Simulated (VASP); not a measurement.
# AlN (I-4m2) in VASP: single point with HSE06

Aim: the single point of AlN with HSE06.

All numbers are computed with VASP 6.6.1; they aren't measurements. Logs are shortened: lines on timing, memory, paths and dates and some standing lists are left out, and cuts for length are marked.

### 1 The cell of the first run

The structure is tetragonal, space group I-4m2 (No. 119). Conventional cell: a = 3.187 Å, b = 3.187 Å, c = 4.214 Å, α = 90.00°, β = 90.00°, γ = 90.00°. Al (site symmetry -4m2) has 4 N at 1.91 Å within 2.5 Å. Within 2.5 Å of N (site symmetry -4m2) lie 4 Al at 1.91 Å.

### 2 Single point, HSE06 (epitaxial xy strain +3.1%)

Contents of POSCAR:

```
AlN
1.0
    0.0000000000      2.2534816071      2.1067790577
    2.2534816071      0.0000000000      2.1067790577
    2.2534816071      2.2534816071      0.0000000000
Al N
1 1
Direct
    0.0000000000      0.0000000000      0.0000000000
    0.7500000000      0.7500000000      0.7500000000
```

Contents of INCAR.step1:

```
SYSTEM = AlN
  PREC = Accurate
  ENCUT = 520
  EDIFF = 1E-5
  ISMEAR = 0
  SIGMA = 0.01
  LREAL = .FALSE.
  LASPH = .TRUE.
  NELM = 80
  ALGO = Normal
  ISIF = 2
  LWAVE = .TRUE.
  LCHARG = .FALSE.
  GGA = PE
  NBANDS = 11
```

Contents of INCAR.step2:

```
SYSTEM = AlN
  PREC = Accurate
  ENCUT = 520
  EDIFF = 1E-6
  ISMEAR = 0
  SIGMA = 0.01
  LREAL = .FALSE.
  LASPH = .TRUE.
  NELM = 80
  ALGO = Normal
  ISIF = 2
  LWAVE = .FALSE.
  LCHARG = .FALSE.
  GGA = PE
  LHFCALC = .TRUE.
  HFSCREEN = 0.2079
  PRECFOCK = Normal
  ISTART = 1
  NBANDS = 11
```

Contents of KPOINTS:

```
regular mesh
0
G
  8 8 8
  0 0 0
```

Potentials or basis: VASP PAW PBE potentials, release 64 (Al, N).

On the command line:

```console
> cat potpaw_PBE.64/Al/POTCAR potpaw_PBE.64/N/POTCAR > POTCAR
> cp INCAR.step1 INCAR
> mpirun -np 1 vasp_std > vasp.out
> cp INCAR.step2 INCAR
> mpirun -np 1 vasp_std > vasp.out
```

OUTCAR:

```text
SYSTEM = AlN
   PREC = Accurate
   ENCUT = 520
   EDIFF = 1E-6
   ISMEAR = 0
   LREAL = .FALSE.
   LASPH = .TRUE.
   NELM = 80
   ISIF = 2
   GGA = PE
   LHFCALC = .TRUE.
   HFSCREEN = 0.2079
   PRECFOCK = Normal
   ISTART = 1

 ion  position               nearest neighbor table
   1  0.000  0.000  0.000-   2 1.91   2 1.91   2 1.91   2 1.91
   2  0.750  0.750  0.750-   1 1.91   1 1.91   1 1.91   1 1.91

  LATTYP: Found a body centered tetragonal cell.
 ALAT       =     3.1869042513
 C/A-ratio  =     1.3221476967

  Lattice vectors:

 A1 = (   0.0000000000,  -2.2534816071,  -2.1067790577)
 A2 = (   0.0000000000,   2.2534816071,  -2.1067790577)
 A3 = (   2.2534816071,   0.0000000000,   2.1067790577)

Analysis of symmetry for initial positions (statically):
=====================================================================
 Subroutine PRICEL returns:
 Original cell was already a primitive cell.

 Routine SETGRP: Setting up the symmetry group for a
 body centered tetragonal supercell.

 Subroutine GETGRP returns: Found  8 space group operations
 (whereof  8 operations were pure point group operations)
 out of a pool of 16 trial point group operations.

The static configuration has the point symmetry D_2d.

Analysis of symmetry for dynamics (positions and initial velocities):
=====================================================================
 Subroutine PRICEL returns:
 Original cell was already a primitive cell.

 Routine SETGRP: Setting up the symmetry group for a
 body centered tetragonal supercell.

 Subroutine GETGRP returns: Found  8 space group operations
 (whereof  8 operations were pure point group operations)
 out of a pool of 16 trial point group operations.

The dynamic configuration has the point symmetry D_2d.

 Subroutine INISYM returns: Found  8 space group operations
 (whereof  8 operations are pure point group operations),
 and found     1 'primitive' translations

----------------------------------------------------------------------------------------

                                     Primitive cell

  volume of cell :      21.3972

  direct lattice vectors                    reciprocal lattice vectors
     0.000000000  2.253481607  2.106779058    -0.221878891  0.221878891  0.237329111
     2.253481607  0.000000000  2.106779058     0.221878891 -0.221878891  0.237329111
     2.253481607  2.253481607  0.000000000     0.221878891  0.221878891 -0.237329111

  length of vectors
     3.084914480  3.084914480  3.186904251     0.393428000  0.393428000  0.393428000

  position of ions in fractional coordinates (direct lattice)
     0.000000000  0.000000000  0.000000000
     0.750000000  0.750000000  0.750000000

  ion indices of the primitive-cell ions
   primitive index   ion index
                 1           1
                 2           2

----------------------------------------------------------------------------------------

 KPOINTS: regular mesh

Automatic generation of k-mesh.
 Grid dimensions read from file:
 generate k-points for:    8    8    8

 Generating k-lattice:

  Cartesian coordinates                     Fractional coordinates (reciprocal lattice)
    -0.027734861  0.027734861  0.029666139     0.125000000 -0.000000000  0.000000000
     0.027734861 -0.027734861  0.029666139    -0.000000000  0.125000000  0.000000000
     0.027734861  0.027734861 -0.029666139     0.000000000  0.000000000  0.125000000

  Length of vectors
     0.049178500  0.049178500  0.049178500

  Shift w.r.t. Gamma in fractional coordinates (k-lattice)
     0.000000000  0.000000000  0.000000000

 Subroutine IBZKPT returns following result:
 ===========================================

 Found     59 irreducible k-points:

 Following reciprocal coordinates:
            Coordinates               Weight
  0.000000  0.000000  0.000000      1.000000
  0.125000 -0.000000  0.000000      8.000000
  0.250000 -0.000000  0.000000      8.000000
  0.375000 -0.000000  0.000000      8.000000
  0.500000 -0.000000  0.000000      4.000000
  0.125000  0.125000  0.000000      2.000000
[... 16 lines left out ...]
  0.250000 -0.000000  0.125000     16.000000
  0.375000  0.000000  0.125000     16.000000
 [... further k-points ...]
   k-points           NKPTS =     59   k-points in BZ     NKDIM =    512   number of bands    NBANDS=     11
   number of dos      NEDOS =    301   number of ions     NIONS =      2
   total plane-waves  NPLWV =  13824
   dimension x,y,z NGX =    24 NGY =   24 NGZ =   24
   dimension x,y,z NGXF=    48 NGYF=   48 NGZF=   48
   ions per type =               1   1
   NGX,Y,Z   is equivalent  to a cutoff of  12.93, 12.93, 12.52 a.u.
   NGXF,Y,Z  is equivalent  to a cutoff of  25.87, 25.87, 25.04 a.u.
 SYSTEM =  AlN
   PREC   = accura    normal or accurate (medium, high low for compatibility)
   ISTART =      1    job   : 0-new  1-cont  2-samecut
   ICHARG =      0    charge: 1-file 2-atom 10-const
   ISPIN  =      1    spin polarized calculation?
   LNONCOLLINEAR =      F non collinear calculations
   LSORBIT =      F    spin-orbit coupling
   LASPH  =      T    aspherical Exc in radial PAW
   ENCUT  =  520.0 eV  38.22 Ry    6.18 a.u.   5.74  5.74  5.93*2*pi/ulx,y,z
   NELM   =     80;   NELMIN=  2; NELMDL=  0     # of ELM steps
   EDIFF  = 0.1E-05   stopping-criterion for ELM
   LREAL  =      F    real-space projection
   EDIFFG = 0.1E-04   stopping-criterion for IOM
   NSW    =      0    number of steps for IOM
   IBRION =     -1    ionic relax: 0-MD 1-quasi-New 2-CG
   NFREE  =      0    steps in history (QN), initial steepest desc. (CG)
   ISIF   =      2    stress and relaxation
   ISYM   =      3    0-nonsym 1-usesym 2-fastsym
   POTIM  = 0.5000    time-step for ionic-motion
   TEBEG  =    0.0;   TEEND  =   0.0 temperature during run
   PSTRESS=    0.0 pullay stress
   NELECT =       8.0000    total number of electrons
   NUPDOWN=      -1.0000    fix difference up-down
   EMIN   =  10.00;   EMAX   =-10.00  energy-range for DOS
   EFERMI =   0.00;   METHOD = LEGACY
   ISMEAR =     0;   SIGMA  =   0.01  broadening in eV -4-tet -1-fermi 0-gaus
   EFERMI_NEDOS =   21; number of points for ismear=-14 and -15
   IALGO  =     38    algorithm
   IMIX   =      1    mixing-type and parameters
     AMIX     =   0.40;   BMIX     =  1.00
     AMIX_MAG =   1.60;   BMIX_MAG =  1.00
  volume/ion in A,a.u.               =      10.70        72.20
  Fermi-wavevector in a.u.,A,eV,Ry     =   1.179377  2.228699 18.924738  1.390929
  Thomas-Fermi vector in A             =   2.315688
   LORBIT       =      0    0 simple, 1 ext, 2 COOP (PROOUT), +10 PAW based schemes
   GGA     = PE    functional components
   LHFCALC =     T    Hartree Fock is set to
   PRECFOCK=normal    Normal, Fast or Accurate (Low or Medium for compatibility)
   ENCUT4O =  -1.0   cutoff for four orbital integrals eV
   NKREDX  =     1    reduce k-point grid by
   NKREDY  =     1    reduce k-point grid by
   NKREDZ  =     1    reduce k-point grid by
   AEXX    =    0.2500 exact exchange contribution
   HFSCREEN=    0.2079 screening length (either q_TF or 0.3 A-1)
   HFSCREENC=   0.2079 screening length for correlation (either q_TF or 0.3 A-1)
   ENCUTFOCK=  -1.0 apply spherical cutoff to Coloumb kernel
   IVDW    =     0    specifies the selected vdW correction
   LEPSILON=     F    determine dielectric tensor
   LRPA    =     F    only Hartree local field effects (RPA)
 non-spin polarized calculation
 Gauss-broadening in eV      SIGMA  =   0.01
  energy-cutoff  :      520.00
  volume of cell :       21.40
 maximum number of plane-waves:       592
  NGX = 18; NGY = 18; NGZ = 18

 number of electron       8.0000002 magnetization

 Free energy of the ion-electron system (eV)
  ---------------------------------------------------
  ext. energy  EPLUGINS =         0.00000000
  ---------------------------------------------------
  free energy    TOTEN  =       -17.35915405 eV

  energy without entropy =      -17.35915405  energy(sigma->0) =      -17.35915405

 E-fermi :   5.1600     XC(G=0):  -8.9275

 val. band max:        4.9958496853   @ k =   0.0000   0.0000   0.0000
 cond. band min:       9.1842371857   @ k =   0.5000   0.5000   0.0000
 fundamental gap:      4.1883875004
 Fermi energy:         5.1600043423

 k-point     1 :       0.0000    0.0000    0.0000
  band No.  band energies     occupation
      1     -11.5023      2.00000
      2       4.7436      2.00000
      3       4.7436      2.00000
      4       4.9958      2.00000
      5      10.0935      0.00000
      6      18.7370      0.00000
      7      18.8236      0.00000
      8      18.8236      0.00000
      9      23.0795      0.00000
     10      24.7045      0.00000
     11      24.7067      0.00000

 k-point     2 :       0.1250   -0.0000    0.0000
  band No.  band energies     occupation
      1     -11.2657      2.00000
      2       3.5868      2.00000
      3       4.6231      2.00000
      4       4.8568      2.00000
      5      11.0816      0.00000
      6      18.1157      0.00000
      7      18.8661      0.00000
      8      19.1092      0.00000
      9      21.8786      0.00000
     10      22.7412      0.00000
     11      25.0764      0.00000

 k-point     3 :       0.2500   -0.0000    0.0000
  band No.  band energies     occupation
      1     -10.6186      2.00000
      2       1.3559      2.00000
      3       4.3523      2.00000
      4       4.7207      2.00000
      5      12.4875      0.00000
      6      17.0472      0.00000
      7      18.0630      0.00000
      8      19.2559      0.00000
      9      22.4039      0.00000
     10      22.6400      0.00000
     11      24.0867      0.00000

 k-point     4 :       0.3750   -0.0000    0.0000
  band No.  band energies     occupation
      1      -9.8087      2.00000
      2      -0.5933      2.00000
      3       4.1054      2.00000
      4       4.6013      2.00000
      5      13.1548      0.00000
      6      16.4290      0.00000
      7      17.1193      0.00000
      8      18.6170      0.00000
      9      23.4965      0.00000
     10      24.9956      0.00000
     11      25.0146      0.00000

 k-point     5 :       0.5000   -0.0000    0.0000
  band No.  band energies     occupation
      1      -9.3928      2.00000
      2      -1.4122      2.00000
      3       4.0092      2.00000
      4       4.5551      2.00000
      5      13.2686      0.00000
      6      16.2921      0.00000
      7      16.7690      0.00000
      8      18.2390      0.00000
      9      24.1474      0.00000
     10      26.6626      0.00000
     11      26.9124      0.00000
[... 211 lines left out ...]
 k-point    21 :       0.5000    0.5000    0.0000
  band No.  band energies     occupation
      1      -8.5533      2.00000
      2       0.0213      2.00000
      3       2.5191      2.00000
      4       2.5191      2.00000
      5       9.1842      0.00000
      6      13.9985      0.00000
      7      21.3119      0.00000
      8      21.9143      0.00000
      9      21.9143      0.00000
     10      29.8112      0.00000
     11      30.4020      0.00000

 k-point    22 :       0.1250    0.0000    0.1250
  band No.  band energies     occupation
      1     -11.2011      2.00000
      2       3.5874      2.00000
      3       4.4627      2.00000
      4       4.6611      2.00000
      5      11.3000      0.00000
      6      17.9113      0.00000
      7      18.9639      0.00000
      8      19.5449      0.00000
      9      19.6064      0.00000
     10      24.5728      0.00000
     11      25.7057      0.00000

 k-point    23 :       0.2500   -0.0000    0.1250
  band No.  band energies     occupation
      1     -10.7022      2.00000
      2       2.0058      2.00000
      3       4.1746      2.00000
      4       4.3977      2.00000
      5      12.3833      0.00000
      6      16.9794      0.00000
      7      17.7755      0.00000
      8      19.4698      0.00000
      9      20.7654      0.00000
     10      24.2232      0.00000
     11      26.4469      0.00000

 k-point    24 :       0.3750    0.0000    0.1250
  band No.  band energies     occupation
      1      -9.9368      2.00000
      2       0.1303      2.00000
      3       3.7661      2.00000
      4       4.2136      2.00000
      5      13.2643      0.00000
      6      15.6508      0.00000
      7      17.7363      0.00000
      8      19.2523      0.00000
      9      22.3688      0.00000
     10      25.0456      0.00000
     11      26.3921      0.00000

 [... further k-points ...]
[... 5 lines left out ...]
  --------------------------------------------------------------------------------------
  -------------------------------------------------------------------------------------
  Total       -1.1972818     -1.1972818     -0.1202124      0.0000000     -0.0000000      0.0000000
  in kB      -89.6499302    -89.6499302     -9.0012480      0.0000000     -0.0000000      0.0000000
  external PRESSURE =     -62.7670362 kB  Pullay stress =       0.0000000 kB

 VOLUME and BASIS-vectors are now :
 -----------------------------------------------------------------------------
  energy-cutoff  :      520.00
  volume of cell :       21.40
      direct lattice vectors                 reciprocal lattice vectors
     0.000000000  2.253481607  2.106779058    -0.221878891  0.221878891  0.237329111
     2.253481607  0.000000000  2.106779058     0.221878891 -0.221878891  0.237329111
     2.253481607  2.253481607  0.000000000     0.221878891  0.221878891 -0.237329111

 POSITION                                       TOTAL-FORCE (eV/Angst)
 -----------------------------------------------------------------------------------
      0.00000      0.00000      0.00000         0.000000      0.000000      0.000000
      3.38022      3.38022      3.16017        -0.000000     -0.000000     -0.000000
 -----------------------------------------------------------------------------------
    total drift:                                0.000000      0.000000      0.000001

  FREE ENERGIE OF THE ION-ELECTRON SYSTEM (eV)
  ---------------------------------------------------
  free  energy   TOTEN  =       -17.3591540545 eV

  energy  without entropy=      -17.3591540545  energy(sigma->0) =      -17.35915405
```

Wall time 52 min (1 thread of AMD EPYC 7R43 (Zen 3), shared host); peak memory 0.23 GiB.

What came out:

```
Free energy            : -17.3592 eV
Pressure               : -6.3 GPa
Band gap on the k mesh : 4.19 eV (least direct gap 5.10 eV)
```

Stress tensor (GPa, compression positive):
```
-8.96  0.00  0.00
 0.00 -8.96  0.00
 0.00  0.00 -0.90
```

Caveat: the cell differs from its parent crystal (epitaxial xy strain +3.1%); the stress differs along the axes, from -9 to -1 GPa; the PAW data sets were made with another functional, which shifts forces and pressure a little.
